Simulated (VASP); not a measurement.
Input of a VASP 6.6.1 run:

The input INCAR:

```
SYSTEM = MnO2
PREC = Accurate
ENCUT = 520
EDIFF = 1E-7
ISMEAR = -1
SIGMA = 0.05
LREAL = .FALSE.
LASPH = .TRUE.
NELM = 150
ALGO = Normal
ISIF = 2
LWAVE = .FALSE.
LCHARG = .TRUE.
ISPIN = 2
MAGMOM = 3 3 0 0 0 0
LORBIT = 11
NUPDOWN = 6.0
LMAXMIX = 4
GGA = PE
LELF = .TRUE.
LVHAR = .TRUE.
NBANDS = 38
```

KPOINTS

```
Automatic mesh
0
G
  8 6 4
  0 0 0
```

Contents of POSCAR:

```
MnO2
1.0
    2.9041580000      0.0000000000      0.0000000000
    0.0000000000      3.8448100000      0.0000000000
    0.0000000000      0.0000000000      6.1642640000
Mn O
2 4
Direct
    0.5000000000      0.5000000000      0.3433015000
    0.0000000000      0.0000000000      0.6566985000
    0.5000000000      0.0000000000      0.8375675000
    0.0000000000      0.5000000000      0.1624325000
    0.5000000000      0.0000000000      0.4217995000
    0.0000000000      0.5000000000      0.5782005000
```

Potentials or basis: VASP PAW PBE potentials, release 64 (Mn_pv, O).

Run with:

```sh
$ cat potpaw_PBE.64/Mn_pv/POTCAR potpaw_PBE.64/O/POTCAR > POTCAR
$ mpirun -np 1 vasp_std > vasp.out
```

Task: Predict the pressure.

Result: -6.4 GPa.

Task: What does it give for the largest force?

Result: 0.673 eV/Å.

Forces in eV/Å, atoms in the order of the input:
```
Mn   0.000  0.000 -0.327
Mn   0.000  0.000  0.327
O    0.000  0.000 -0.673
O    0.000  0.000  0.673
O    0.000  0.000  0.046
O    0.000  0.000 -0.046
```

Caveat: the cell stands under tension; the total moment is fixed, so each spin has its own Fermi level; only a ferromagnetic start was run, and an antiferromagnetic order may lie lower in energy.
